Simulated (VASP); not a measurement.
# Hf2S (P6_3/mmc) in VASP: single point with PBEsol

Aim: the single point of Hf2S with PBEsol.

All numbers are computed with VASP 6.6.1; they aren't measurements. Logs are shortened: lines on timing, memory, paths and dates and some standing lists are left out, and cuts for length are marked.

### 1 The cell of the first run

The structure is hexagonal, space group P6_3/mmc (No. 194). Conventional cell: a = 3.374 Å, b = 3.374 Å, c = 11.717 Å, α = 90.00°, β = 90.00°, γ = 120.00°. Hf (site symmetry 3m) has 3 S at 2.62 Å and 10 Hf at 3.05 to 3.51 Å within 3.6 Å. S (site symmetry -6m2) has 6 Hf at 2.62 Å and 6 S at 3.37 Å within 3.5 Å.

### 2 Single point, PBEsol

File INCAR:

```
SYSTEM = Hf2S
PREC = Accurate ; ENCUT = 520
EDIFF = 1E-6 ; ISMEAR = -1
SIGMA = 0.05 ; LREAL = .FALSE.
LASPH = .TRUE. ; NELM = 60
ALGO = Normal ; ISIF = 2
LWAVE = .FALSE. ; LCHARG = .FALSE.
GGA = PS ; NBANDS = 35
```

File KPOINTS:

```
regular mesh
0
G
  8 8 2
  0 0 0
```

File POSCAR:

```
Hf2S
1.0
    3.3742700000      0.0000000000      0.0000000000
   -1.6871400000      2.9222100000      0.0000000000
    0.0000000000      0.0000000000     11.7174100000
Hf S
4 2
Direct
    0.6666666667      0.3333333333      0.8998100000
    0.3333333333      0.6666666667      0.3998100000
    0.6666666667      0.3333333333      0.6001900000
    0.3333333333      0.6666666667      0.1001900000
    0.0000000000      0.0000000000      0.7500000000
    0.0000000000      0.0000000000      0.2500000000
```

Potentials or basis: VASP PAW PBE potentials, release 64 (Hf_pv, S).

The run is started by

```sh
cat potpaw_PBE.64/Hf_pv/POTCAR potpaw_PBE.64/S/POTCAR > POTCAR
mpirun -np 1 vasp_std > vasp.out
```

OUTCAR:

```text
SYSTEM = Hf2S
   PREC = Accurate
   ENCUT = 520
   EDIFF = 1E-6
   ISMEAR = -1
   LREAL = .FALSE.
   LASPH = .TRUE.
   NELM = 60
   ISIF = 2
   GGA = PS

 ion  position               nearest neighbor table
   1  0.667  0.333  0.900-   5 2.62   5 2.62   5 2.62   4 3.05   4 3.05   4 3.05   3 3.51
   2  0.333  0.667  0.400-   6 2.62   6 2.62   6 2.62   3 3.05   3 3.05   3 3.05   4 3.51
   3  0.667  0.333  0.600-   5 2.62   5 2.62   5 2.62   2 3.05   2 3.05   2 3.05   1 3.51
   4  0.333  0.667  0.100-   6 2.62   6 2.62   6 2.62   1 3.05   1 3.05   1 3.05   2 3.51
   5  0.000  0.000  0.750-   1 2.62   3 2.62   1 2.62   3 2.62   1 2.62   3 2.62
   6  0.000  0.000  0.250-   2 2.62   4 2.62   2 2.62   4 2.62   2 2.62   4 2.62

  LATTYP: Found a hexagonal cell.
 ALAT       =     3.3742700000
 C/A-ratio  =     3.4725762906

  Lattice vectors:

 A1 = (   3.3742700000,   0.0000000000,   0.0000000000)
 A2 = (  -1.6871400000,   2.9222100000,   0.0000000000)
 A3 = (   0.0000000000,   0.0000000000,  11.7174100000)

Analysis of symmetry for initial positions (statically):
=====================================================================
 Subroutine PRICEL returns:
 Original cell was already a primitive cell.

 Routine SETGRP: Setting up the symmetry group for a
 hexagonal supercell.

 Subroutine GETGRP returns: Found 24 space group operations
 (whereof 12 operations were pure point group operations)
 out of a pool of 24 trial point group operations.

The static configuration has the point symmetry D_3d.
 The point group associated with its full space group is D_6h.

Analysis of symmetry for dynamics (positions and initial velocities):
=====================================================================
 Subroutine PRICEL returns:
 Original cell was already a primitive cell.

 Routine SETGRP: Setting up the symmetry group for a
 hexagonal supercell.

 Subroutine GETGRP returns: Found 24 space group operations
 (whereof 12 operations were pure point group operations)
 out of a pool of 24 trial point group operations.

The dynamic configuration has the point symmetry D_3d.
 The point group associated with its full space group is D_6h.

 Subroutine INISYM returns: Found 24 space group operations
 (whereof 12 operations are pure point group operations),
 and found     1 'primitive' translations

----------------------------------------------------------------------------------------

                                     Primitive cell

  volume of cell :     115.5375

  direct lattice vectors                    reciprocal lattice vectors
     3.374270000  0.000000000  0.000000000     0.296360398  0.171103884  0.000000000
    -1.687140000  2.922210000  0.000000000     0.000000000  0.342206754  0.000000000
     0.000000000  0.000000000 11.717410000     0.000000000  0.000000000  0.085343092

  length of vectors
     3.374270000  3.374278095 11.717410000     0.342207575  0.342206754  0.085343092

  position of ions in fractional coordinates (direct lattice)
     0.666666667  0.333333333  0.899810000
     0.333333333  0.666666667  0.399810000
     0.666666667  0.333333333  0.600190000
     0.333333333  0.666666667  0.100190000
     0.000000000  0.000000000  0.750000000
     0.000000000  0.000000000  0.250000000

  ion indices of the primitive-cell ions
   primitive index   ion index
                 1           1
                 2           2
                 3           3
                 4           4
                 5           5
                 6           6

----------------------------------------------------------------------------------------

 KPOINTS: regular mesh

Automatic generation of k-mesh.
 Grid dimensions read from file:
 generate k-points for:    8    8    2

 Generating k-lattice:

  Cartesian coordinates                     Fractional coordinates (reciprocal lattice)
     0.037045050  0.021387986  0.000000000     0.125000000  0.000000000  0.000000000
     0.000000000  0.042775844  0.000000000     0.000000000  0.125000000  0.000000000
     0.000000000  0.000000000  0.042671546     0.000000000  0.000000000  0.500000000

  Length of vectors
     0.042775947  0.042775844  0.042671546

  Shift w.r.t. Gamma in fractional coordinates (k-lattice)
     0.000000000  0.000000000  0.000000000

 Subroutine IBZKPT returns following result:
 ===========================================

 Found     20 irreducible k-points:

 Following reciprocal coordinates:
            Coordinates               Weight
  0.000000  0.000000  0.000000      1.000000
  0.125000  0.000000  0.000000      6.000000
  0.250000  0.000000  0.000000      6.000000
  0.375000 -0.000000  0.000000      6.000000
  0.500000  0.000000  0.000000      3.000000
  0.125000  0.125000  0.000000      6.000000
[... 12 lines left out ...]
  0.250000  0.250000  0.500000      6.000000
  0.375000  0.250000  0.500000      6.000000
   k-points           NKPTS =     20   k-points in BZ     NKDIM =     20   number of bands    NBANDS=     35
   number of dos      NEDOS =    301   number of ions     NIONS =      6
   total plane-waves  NPLWV =  70560
   dimension x,y,z NGX =    28 NGY =   28 NGZ =   90
   dimension x,y,z NGXF=    56 NGYF=   56 NGZF=  180
   ions per type =               4   2
   NGX,Y,Z   is equivalent  to a cutoff of  13.80, 13.80, 12.77 a.u.
   NGXF,Y,Z  is equivalent  to a cutoff of  27.59, 27.59, 25.54 a.u.
 SYSTEM =  Hf2S
   PREC   = accura    normal or accurate (medium, high low for compatibility)
   ISTART =      0    job   : 0-new  1-cont  2-samecut
   ICHARG =      2    charge: 1-file 2-atom 10-const
   ISPIN  =      1    spin polarized calculation?
   LNONCOLLINEAR =      F non collinear calculations
   LSORBIT =      F    spin-orbit coupling
   LASPH  =      T    aspherical Exc in radial PAW
   ENCUT  =  520.0 eV  38.22 Ry    6.18 a.u.   6.27  6.27 21.79*2*pi/ulx,y,z
   NELM   =     60;   NELMIN=  2; NELMDL= -5     # of ELM steps
   EDIFF  = 0.1E-05   stopping-criterion for ELM
   LREAL  =      F    real-space projection
   EDIFFG = 0.1E-04   stopping-criterion for IOM
   NSW    =      0    number of steps for IOM
   IBRION =     -1    ionic relax: 0-MD 1-quasi-New 2-CG
   NFREE  =      0    steps in history (QN), initial steepest desc. (CG)
   ISIF   =      2    stress and relaxation
   ISYM   =      2    0-nonsym 1-usesym 2-fastsym
   POTIM  = 0.5000    time-step for ionic-motion
   TEBEG  =    0.0;   TEEND  =   0.0 temperature during run
   PSTRESS=    0.0 pullay stress
   NELECT =      52.0000    total number of electrons
   NUPDOWN=      -1.0000    fix difference up-down
   EMIN   =  10.00;   EMAX   =-10.00  energy-range for DOS
   EFERMI =   0.00;   METHOD = LEGACY
   ISMEAR =    -1;   SIGMA  =   0.05  broadening in eV -4-tet -1-fermi 0-gaus
   EFERMI_NEDOS =   21; number of points for ismear=-14 and -15
   IALGO  =     38    algorithm
   IMIX   =      4    mixing-type and parameters
     AMIX     =   0.40;   BMIX     =  1.00
     AMIX_MAG =   1.60;   BMIX_MAG =  1.00
  volume/ion in A,a.u.               =      19.26       129.95
  Fermi-wavevector in a.u.,A,eV,Ry     =   1.254590  2.370830 21.415500  1.573995
  Thomas-Fermi vector in A             =   2.388387
   LORBIT       =      0    0 simple, 1 ext, 2 COOP (PROOUT), +10 PAW based schemes
   GGA     = PS    functional components
   LHFCALC =     F    Hartree Fock is set to
   AEXX    =    0.0000 exact exchange contribution
   IVDW    =     0    specifies the selected vdW correction
   LEPSILON=     F    determine dielectric tensor
   LRPA    =     F    only Hartree local field effects (RPA)
 non-spin polarized calculation
  energy-cutoff  :      520.00
  volume of cell :      115.54
 maximum number of plane-waves:      3139
 NGX is ok and might be reduce to    28
   NGX = 13   NGY = 13   NGZ = 43

 number of electron      52.0000002 magnetization

 Free energy of the ion-electron system (eV)
  ---------------------------------------------------
  ext. energy  EPLUGINS =         0.00000000
  ---------------------------------------------------
  free energy    TOTEN  =       -57.43975103 eV

  energy without entropy =      -57.41845257  energy(sigma->0) =      -57.42910180

 E-fermi :   6.3351     XC(G=0): -11.5091

 val. band max:        6.3133516903   @ k =   0.3750   0.2500   0.0000
 cond. band min:       6.3546479095   @ k =   0.2500   0.2500   0.0000
 fundamental gap:      0.0412962192
 Fermi energy:         6.3351311616

 k-point     1 :       0.0000    0.0000    0.0000
  band No.  band energies     occupation
      1     -24.9598      2.00000
      2     -24.8428      2.00000
      3     -24.5026      2.00000
      4     -24.4302      2.00000
      5     -24.4302      2.00000
      6     -24.4210      2.00000
[... 27 lines left out ...]
     34       8.8786      0.00000
     35       9.0780      0.00000

 k-point     2 :       0.1250    0.0000    0.0000
  band No.  band energies     occupation
      1     -24.9382      2.00000
      2     -24.8267      2.00000
      3     -24.5685      2.00000
      4     -24.5062      2.00000
      5     -24.4476      2.00000
      6     -24.4381      2.00000
[... 27 lines left out ...]
     34       8.6420      0.00000
     35       8.9027      0.00000

 k-point     3 :       0.2500    0.0000    0.0000
  band No.  band energies     occupation
      1     -24.8898      2.00000
      2     -24.7959      2.00000
      3     -24.6962      2.00000
      4     -24.6469      2.00000
      5     -24.5010      2.00000
      6     -24.4880      2.00000
[... 27 lines left out ...]
     34       9.0973      0.00000
     35       9.1949      0.00000

 k-point     4 :       0.3750   -0.0000    0.0000
  band No.  band energies     occupation
      1     -24.8647      2.00000
      2     -24.8139      2.00000
      3     -24.7997      2.00000
      4     -24.7695      2.00000
      5     -24.5658      2.00000
      6     -24.5265      2.00000
[... 27 lines left out ...]
     34       9.8475      0.00000
     35       9.9725      0.00000

 k-point     5 :       0.5000    0.0000    0.0000
  band No.  band energies     occupation
      1     -24.8704      2.00000
      2     -24.8626      2.00000
      3     -24.8288      2.00000
      4     -24.8076      2.00000
      5     -24.5501      2.00000
      6     -24.5420      2.00000
[... 486 lines left out ...]
 k-point    18 :       0.3750    0.1250    0.5000
  band No.  band energies     occupation
      1     -24.8337      2.00000
      2     -24.8337      2.00000
      3     -24.8089      2.00000
      4     -24.8089      2.00000
      5     -24.5958      2.00000
      6     -24.5958      2.00000
[... 27 lines left out ...]
     34      10.1317      0.00000
     35      10.7063      0.00000

 k-point    19 :       0.2500    0.2500    0.5000
  band No.  band energies     occupation
      1     -24.8160      2.00000
      2     -24.8160      2.00000
      3     -24.7607      2.00000
      4     -24.7607      2.00000
      5     -24.6622      2.00000
      6     -24.6622      2.00000
[... 27 lines left out ...]
     34       9.6634      0.00000
     35      10.6031      0.00000

 k-point    20 :       0.3750    0.2500    0.5000
  band No.  band energies     occupation
      1     -24.8024      2.00000
      2     -24.8024      2.00000
      3     -24.7766      2.00000
      4     -24.7766      2.00000
      5     -24.6866      2.00000
      6     -24.6866      2.00000
[... 27 lines left out ...]
     34       9.9213      0.00000
     35      10.1485      0.00000

------------------------ aborting loop because EDIFF is reached ----------------------------------------

  FORCE on cell =-STRESS in cart. coord.  units (eV):
  Direction    XX          YY          ZZ          XY          YZ          ZX
  --------------------------------------------------------------------------------------
  -------------------------------------------------------------------------------------
  Total       -2.5995773     -2.5995888     -1.9533635      0.0000044      0.0000000      0.0000000
  in kB      -36.0487684    -36.0489278    -27.0876152      0.0000617      0.0000000      0.0000000
  external PRESSURE =     -33.0617705 kB  Pullay stress =       0.0000000 kB

 VOLUME and BASIS-vectors are now :
 -----------------------------------------------------------------------------
  energy-cutoff  :      520.00
  volume of cell :      115.54
      direct lattice vectors                 reciprocal lattice vectors
     3.374270000  0.000000000  0.000000000     0.296360398  0.171103884  0.000000000
    -1.687140000  2.922210000  0.000000000     0.000000000  0.342206754  0.000000000
     0.000000000  0.000000000 11.717410000     0.000000000  0.000000000  0.085343092

 POSITION                                       TOTAL-FORCE (eV/Angst)
 -----------------------------------------------------------------------------------
      1.68713      0.97407     10.54344        -0.000000      0.000000     -0.175523
     -0.00000      1.94814      4.68474        -0.000000     -0.000000     -0.175523
      1.68713      0.97407      7.03267         0.000000      0.000000      0.175523
     -0.00000      1.94814      1.17397        -0.000000     -0.000000      0.175523
      0.00000      0.00000      8.78806         0.000000     -0.000000      0.000000
      0.00000      0.00000      2.92935        -0.000000      0.000000      0.000000
 -----------------------------------------------------------------------------------
    total drift:                               -0.000000     -0.000000      0.000000

  FREE ENERGIE OF THE ION-ELECTRON SYSTEM (eV)
  ---------------------------------------------------
  free  energy   TOTEN  =       -57.4397510327 eV

  energy  without entropy=      -57.4184525738  energy(sigma->0) =      -57.42910180
```

It took 90 s on 1 thread of Intel Xeon Platinum 8259CL at 2.50GHz (Skylake/Cascade Lake), shared host; peak memory 0.27 GiB.

What came out:

```yaml
Free_energy: -57.4398 eV
Pressure: -3.3 GPa
Largest_force: 0.176 eV/Å
Band_gap_on_the_k_mesh: zero (bands 26 and 27 overlap by 0.92 eV)
```

Forces on the atoms (eV/Å):
```
Hf   0.000  0.000 -0.176
Hf   0.000  0.000 -0.176
Hf   0.000  0.000  0.176
Hf   0.000  0.000  0.176
S    0.000  0.000  0.000
S    0.000  0.000  0.000
```

Caveat: the cell stands under tension; the PAW data sets were made with another functional, which shifts forces and pressure a little; spin-orbit coupling is left out, which moves the levels of the heavy elements.

The gap in the log of VASP goes by the Fermi energy; the results here count the filled bands.